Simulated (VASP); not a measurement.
# GaAs3 (P3m1) in VASP: a series of runs

GaAs3 is run at these levels: PBE; tasks: single point, relaxation of cell and atoms.

All numbers are computed with VASP 6.6.1; they aren't measurements. Logs are shortened: lines on timing, memory, paths and dates and some standing lists are left out, and cuts for length are marked.

## Step 1: The cell of the first run

Symmetry: P3m1, No. 156, trigonal system. Conventional cell: a = 3.968 Å, b = 3.968 Å, c = 13.411 Å, α = 90.00°, β = 90.00°, γ = 120.00°. Within 3.3 Å of Ga (site symmetry 3m) lie 4 As at 2.46 to 2.52 Å. Ga (site symmetry 3m) has 4 As at 2.44 to 2.53 Å within 3.2 Å. Within 3.2 Å of As (site symmetry 3m) lie 4 Ga at 2.44 to 2.52 Å. Within 3.3 Å of As (site symmetry 3m) lie 1 Ga at 2.53 Å and 3 As at 2.58 Å. Within 3.3 Å of As (site symmetry 3m) lie 3 Ga at 2.46 Å and 3 As at 3.17 Å. As (site symmetry 3m) has 6 As at 2.58 to 3.04 Å within 3.4 Å. Within 3.4 Å of As (site symmetry 3m) lie 6 As at 2.61 to 3.04 Å. Within 3.4 Å of As (site symmetry 3m) lie 6 As at 2.61 to 3.17 Å.

## Step 2: Single point, PBE

Contents of INCAR:

```
PREC = Accurate
ENCUT = 520
EDIFF = 1E-6
ISMEAR = 0
SIGMA = 0.2
LREAL = F
LASPH = T
NELM = 80
ALGO = Normal
ISIF = 2
LWAVE = F
LCHARG = F
GGA = PE
NBANDS = 38
```

Contents of KPOINTS:

```
Automatic mesh
0
Gamma
  5 5 2
```

Contents of POSCAR:

```
GaAs3
1.0
    3.9678769264      0.0000000000      0.0000000000
   -1.9839384632      3.4362822174      0.0000000000
    0.0000000000      0.0000000000     13.4105039754
Ga As
2 6
Direct
    0.3333333333      0.6666666667      0.0842771926
    0.6666666667      0.3333333333      0.3346821045
    0.3333333333      0.6666666667      0.2725193303
    0.6666666667      0.3333333333      0.5236172946
    0.0000000000      0.0000000000      0.0170028456
    0.0000000000      0.0000000000      0.6115753998
    0.3333333333      0.6666666667      0.7608800932
    0.6666666667      0.3333333333      0.8534457394
```

Potentials or basis: VASP PAW PBE potentials, release 64 (Ga_d, As).

Command:

```bash
> cat potpaw_PBE.64/Ga_d/POTCAR potpaw_PBE.64/As/POTCAR > POTCAR
> mpirun -np 1 vasp_std > vasp.out
```

OUTCAR:

```text
PREC = Accurate
   ENCUT = 520
   EDIFF = 1E-6
   ISMEAR = 0
   LREAL = F
   LASPH = T
   NELM = 80
   ISIF = 2
   GGA = PE

 ion  position               nearest neighbor table
   1  0.333  0.667  0.084-   5 2.46   5 2.46   5 2.46   3 2.52
   2  0.667  0.333  0.335-   3 2.44   3 2.44   3 2.44   4 2.53
   3  0.333  0.667  0.273-   2 2.44   2 2.44   2 2.44   1 2.52
   4  0.667  0.333  0.524-   2 2.53   6 2.58   6 2.58   6 2.58
   5  0.000  0.000  0.017-   1 2.46   1 2.46   1 2.46
   6  0.000  0.000  0.612-   4 2.58   4 2.58   4 2.58
   7  0.333  0.667  0.761-   8 2.61   8 2.61   8 2.61
   8  0.667  0.333  0.853-   7 2.61   7 2.61   7 2.61

  LATTYP: Found a hexagonal cell.
 ALAT       =     3.9678769264
 C/A-ratio  =     3.3797681289

  Lattice vectors:

 A1 = (   3.9678769264,   0.0000000000,   0.0000000000)
 A2 = (  -1.9839384632,   3.4362822174,   0.0000000000)
 A3 = (   0.0000000000,   0.0000000000,  13.4105039754)

Analysis of symmetry for initial positions (statically):
=====================================================================
 Subroutine PRICEL returns:
 Original cell was already a primitive cell.

 Routine SETGRP: Setting up the symmetry group for a
 hexagonal supercell.

 Subroutine GETGRP returns: Found  6 space group operations
 (whereof  6 operations were pure point group operations)
 out of a pool of 24 trial point group operations.

The static configuration has the point symmetry C_3v.

Analysis of symmetry for dynamics (positions and initial velocities):
=====================================================================
 Subroutine PRICEL returns:
 Original cell was already a primitive cell.

 Routine SETGRP: Setting up the symmetry group for a
 hexagonal supercell.

 Subroutine GETGRP returns: Found  6 space group operations
 (whereof  6 operations were pure point group operations)
 out of a pool of 24 trial point group operations.

The dynamic configuration has the point symmetry C_3v.

 Subroutine INISYM returns: Found  6 space group operations
 (whereof  6 operations are pure point group operations),
 and found     1 'primitive' translations

----------------------------------------------------------------------------------------

                                     Primitive cell

  volume of cell :     182.8488

  direct lattice vectors                    reciprocal lattice vectors
     3.967876926  0.000000000  0.000000000     0.252023946  0.145506093  0.000000000
    -1.983938463  3.436282217  0.000000000     0.000000000  0.291012186  0.000000000
     0.000000000  0.000000000 13.410503975     0.000000000  0.000000000  0.074568413

  length of vectors
     3.967876926  3.967876926 13.410503975     0.291012186  0.291012186  0.074568413

  position of ions in fractional coordinates (direct lattice)
     0.333333333  0.666666667  0.084277193
     0.666666667  0.333333333  0.334682104
     0.333333333  0.666666667  0.272519330
     0.666666667  0.333333333  0.523617295
     0.000000000  0.000000000  0.017002846
     0.000000000  0.000000000  0.611575400
     0.333333333  0.666666667  0.760880093
     0.666666667  0.333333333  0.853445739

  ion indices of the primitive-cell ions
   primitive index   ion index
                 1           1
                 2           2
                 3           3
                 4           4
                 5           5
                 6           6
                 7           7
                 8           8

----------------------------------------------------------------------------------------

 KPOINTS: Automatic mesh

Automatic generation of k-mesh.
 Grid dimensions read from file:
 generate k-points for:    5    5    2

 Generating k-lattice:

  Cartesian coordinates                     Fractional coordinates (reciprocal lattice)
     0.050404789  0.029101219  0.000000000     0.200000000  0.000000000  0.000000000
     0.000000000  0.058202437  0.000000000     0.000000000  0.200000000  0.000000000
     0.000000000  0.000000000  0.037284207     0.000000000  0.000000000  0.500000000

  Length of vectors
     0.058202437  0.058202437  0.037284207

  Shift w.r.t. Gamma in fractional coordinates (k-lattice)
     0.000000000  0.000000000  0.000000000

 Subroutine IBZKPT returns following result:
 ===========================================

 Found     10 irreducible k-points:

 Following reciprocal coordinates:
            Coordinates               Weight
  0.000000  0.000000  0.000000      1.000000
  0.200000 -0.000000  0.000000      6.000000
  0.400000 -0.000000  0.000000      6.000000
  0.200000  0.200000  0.000000      6.000000
  0.400000  0.200000  0.000000      6.000000
  0.000000  0.000000  0.500000      1.000000
  0.200000 -0.000000  0.500000      6.000000
  0.400000 -0.000000  0.500000      6.000000
  0.200000  0.200000  0.500000      6.000000
  0.400000  0.200000  0.500000      6.000000
   k-points           NKPTS =     10   k-points in BZ     NKDIM =     10   number of bands    NBANDS=     38
   number of dos      NEDOS =    301   number of ions     NIONS =      8
   total plane-waves  NPLWV =  90000
   dimension x,y,z NGX =    30 NGY =   30 NGZ =  100
   dimension x,y,z NGXF=    60 NGYF=   60 NGZF=  200
   ions per type =               2   6
   NGX,Y,Z   is equivalent  to a cutoff of  12.57, 12.57, 12.40 a.u.
   NGXF,Y,Z  is equivalent  to a cutoff of  25.14, 25.14, 24.79 a.u.
 SYSTEM =  unknown system
   PREC   = accura    normal or accurate (medium, high low for compatibility)
   ISTART =      0    job   : 0-new  1-cont  2-samecut
   ICHARG =      2    charge: 1-file 2-atom 10-const
   ISPIN  =      1    spin polarized calculation?
   LNONCOLLINEAR =      F non collinear calculations
   LSORBIT =      F    spin-orbit coupling
   LASPH  =      T    aspherical Exc in radial PAW
   ENCUT  =  520.0 eV  38.22 Ry    6.18 a.u.   7.38  7.38 24.93*2*pi/ulx,y,z
   NELM   =     80;   NELMIN=  2; NELMDL= -5     # of ELM steps
   EDIFF  = 0.1E-05   stopping-criterion for ELM
   LREAL  =      F    real-space projection
   EDIFFG = 0.1E-04   stopping-criterion for IOM
   NSW    =      0    number of steps for IOM
   IBRION =     -1    ionic relax: 0-MD 1-quasi-New 2-CG
   NFREE  =      0    steps in history (QN), initial steepest desc. (CG)
   ISIF   =      2    stress and relaxation
   ISYM   =      2    0-nonsym 1-usesym 2-fastsym
   POTIM  = 0.5000    time-step for ionic-motion
   TEBEG  =    0.0;   TEEND  =   0.0 temperature during run
   PSTRESS=    0.0 pullay stress
   NELECT =      56.0000    total number of electrons
   NUPDOWN=      -1.0000    fix difference up-down
   EMIN   =  10.00;   EMAX   =-10.00  energy-range for DOS
   EFERMI =   0.00;   METHOD = LEGACY
   ISMEAR =     0;   SIGMA  =   0.20  broadening in eV -4-tet -1-fermi 0-gaus
   EFERMI_NEDOS =   21; number of points for ismear=-14 and -15
   IALGO  =     38    algorithm
   IMIX   =      4    mixing-type and parameters
     AMIX     =   0.40;   BMIX     =  1.00
     AMIX_MAG =   1.60;   BMIX_MAG =  1.00
  volume/ion in A,a.u.               =      22.86       154.24
  Fermi-wavevector in a.u.,A,eV,Ry     =   1.103503  2.085318 16.568067  1.217719
  Thomas-Fermi vector in A             =   2.239962
   LORBIT       =      0    0 simple, 1 ext, 2 COOP (PROOUT), +10 PAW based schemes
   GGA     = PE    functional components
   LHFCALC =     F    Hartree Fock is set to
   AEXX    =    0.0000 exact exchange contribution
   IVDW    =     0    specifies the selected vdW correction
   LEPSILON=     F    determine dielectric tensor
   LRPA    =     F    only Hartree local field effects (RPA)
 non-spin polarized calculation
 Gauss-broadening in eV      SIGMA  =   0.20
  energy-cutoff  :      520.00
  volume of cell :      182.85
 maximum number of plane-waves:      4982
 NGX is ok and might be reduce to    30
   NGX = 15   NGY = 15   NGZ = 49

 number of electron      56.0000003 magnetization

 Free energy of the ion-electron system (eV)
  ---------------------------------------------------
  ext. energy  EPLUGINS =         0.00000000
  ---------------------------------------------------
  free energy    TOTEN  =       -34.54695902 eV

  energy without entropy =      -34.53437576  energy(sigma->0) =      -34.54066739

 E-fermi :   4.3420     XC(G=0):  -9.6443

 val. band max:        4.1375591007   @ k =   0.0000   0.0000   0.0000
 cond. band min:       4.5262127943   @ k =   0.4000  -0.0000   0.0000
 fundamental gap:      0.3886536936
 Fermi energy:         4.3419610643

 k-point     1 :       0.0000    0.0000    0.0000
  band No.  band energies     occupation
      1     -10.9152      2.00000
      2     -10.8386      2.00000
      3     -10.8386      2.00000
      4     -10.7807      2.00000
      5     -10.7807      2.00000
      6     -10.3527      2.00000
[... 30 lines left out ...]
     37       8.4007      0.00000
     38       8.4016      0.00000

 k-point     2 :       0.2000   -0.0000    0.0000
  band No.  band energies     occupation
      1     -10.9109      2.00000
      2     -10.8532      2.00000
      3     -10.8325      2.00000
      4     -10.7846      2.00000
      5     -10.7758      2.00000
      6     -10.3503      2.00000
[... 30 lines left out ...]
     37       8.2936      0.00000
     38       9.0371      0.00000

 k-point     3 :       0.4000   -0.0000    0.0000
  band No.  band energies     occupation
      1     -10.9235      2.00000
      2     -10.8572      2.00000
      3     -10.8262      2.00000
      4     -10.7905      2.00000
      5     -10.7639      2.00000
      6     -10.3643      2.00000
[... 30 lines left out ...]
     37       8.6132      0.00000
     38       9.6652      0.00000

 k-point     4 :       0.2000    0.2000    0.0000
  band No.  band energies     occupation
      1     -10.9163      2.00000
      2     -10.8588      2.00000
      3     -10.8290      2.00000
      4     -10.7865      2.00000
      5     -10.7700      2.00000
      6     -10.3572      2.00000
[... 30 lines left out ...]
     37       8.9469      0.00000
     38       9.2176      0.00000

 k-point     5 :       0.4000    0.2000    0.0000
  band No.  band energies     occupation
      1     -10.9236      2.00000
      2     -10.8568      2.00000
      3     -10.8290      2.00000
      4     -10.7864      2.00000
      5     -10.7669      2.00000
      6     -10.3646      2.00000
[... 30 lines left out ...]
     37       8.9995      0.00000
     38       9.4685      0.00000

 k-point     6 :       0.0000    0.0000    0.5000
  band No.  band energies     occupation
      1     -10.9152      2.00000
      2     -10.8386      2.00000
      3     -10.8386      2.00000
      4     -10.7807      2.00000
      5     -10.7807      2.00000
      6     -10.3528      2.00000
[... 30 lines left out ...]
     37       8.4245      0.00000
     38       8.4605      0.00000

 k-point     7 :       0.2000   -0.0000    0.5000
  band No.  band energies     occupation
      1     -10.9110      2.00000
      2     -10.8532      2.00000
      3     -10.8325      2.00000
      4     -10.7846      2.00000
      5     -10.7758      2.00000
      6     -10.3504      2.00000
[... 30 lines left out ...]
     37       8.4355      0.00000
     38       8.9663      0.00000

 k-point     8 :       0.4000   -0.0000    0.5000
  band No.  band energies     occupation
      1     -10.9235      2.00000
      2     -10.8572      2.00000
      3     -10.8262      2.00000
      4     -10.7905      2.00000
      5     -10.7639      2.00000
      6     -10.3643      2.00000
[... 30 lines left out ...]
     37       8.4455      0.00000
     38       9.9025      0.00000

 k-point     9 :       0.2000    0.2000    0.5000
  band No.  band energies     occupation
      1     -10.9163      2.00000
      2     -10.8588      2.00000
      3     -10.8290      2.00000
      4     -10.7865      2.00000
      5     -10.7700      2.00000
      6     -10.3572      2.00000
[... 30 lines left out ...]
     37       8.7635      0.00000
     38       9.0608      0.00000

 k-point    10 :       0.4000    0.2000    0.5000
  band No.  band energies     occupation
      1     -10.9236      2.00000
      2     -10.8568      2.00000
      3     -10.8290      2.00000
      4     -10.7864      2.00000
      5     -10.7669      2.00000
      6     -10.3646      2.00000
[... 30 lines left out ...]
     37       8.9457      0.00000
     38       9.6891      0.00000

------------------------ aborting loop because EDIFF is reached ----------------------------------------

  FORCE on cell =-STRESS in cart. coord.  units (eV):
  Direction    XX          YY          ZZ          XY          YZ          ZX
  --------------------------------------------------------------------------------------
  -------------------------------------------------------------------------------------
  Total        0.2624581      0.2624581      0.1644743     -0.0000000      0.0000000      0.0000000
  in kB        2.2997381      2.2997381      1.4411747     -0.0000000      0.0000000      0.0000000
  external PRESSURE =       2.0135503 kB  Pullay stress =       0.0000000 kB

 VOLUME and BASIS-vectors are now :
 -----------------------------------------------------------------------------
  energy-cutoff  :      520.00
  volume of cell :      182.85
      direct lattice vectors                 reciprocal lattice vectors
     3.967876926  0.000000000  0.000000000     0.252023946  0.145506093  0.000000000
    -1.983938463  3.436282217  0.000000000     0.000000000  0.291012186  0.000000000
     0.000000000  0.000000000 13.410503975     0.000000000  0.000000000  0.074568413

 POSITION                                       TOTAL-FORCE (eV/Angst)
 -----------------------------------------------------------------------------------
     -0.00000      2.29085      1.13020         0.000000      0.000000      0.006111
      1.98394      1.14543      4.48826        -0.000000      0.000000      0.004220
     -0.00000      2.29085      3.65462        -0.000000     -0.000000     -0.002050
      1.98394      1.14543      7.02197         0.000000     -0.000000     -0.019483
      0.00000      0.00000      0.22802         0.000000     -0.000000     -0.016697
      0.00000      0.00000      8.20153         0.000000     -0.000000      0.026445
     -0.00000      2.29085     10.20379         0.000000     -0.000000     -0.028024
      1.98394      1.14543     11.44514         0.000000     -0.000000      0.029478
 -----------------------------------------------------------------------------------
    total drift:                               -0.000003      0.000001     -0.000277

  FREE ENERGIE OF THE ION-ELECTRON SYSTEM (eV)
  ---------------------------------------------------
  free  energy   TOTEN  =       -34.5469590203 eV

  energy  without entropy=      -34.5343757627  energy(sigma->0) =      -34.54066739
```

Run time: 50 s. Hardware: 1 thread of Intel Xeon 6975P-C (Granite Rapids), shared host; peak memory 0.29 GiB.

What came out:

| Item | Value |
| --- | --- |
| Free energy | -34.5470 eV |
| Pressure | 0.2 GPa |
| Largest force | 0.029 eV/Å |
| Band gap on the k mesh | 0.39 eV, indirect (least direct gap 0.68 eV) |

Forces in eV/Å, atoms in the order of the input:
```
Ga   0.000  0.000  0.006
Ga   0.000  0.000  0.004
As   0.000  0.000 -0.002
As   0.000  0.000 -0.019
As   0.000  0.000 -0.017
As   0.000  0.000  0.026
As   0.000  0.000 -0.028
As   0.000  0.000  0.029
```

A k mesh can miss the band edges.

(Part 1 of 3 ends here.)
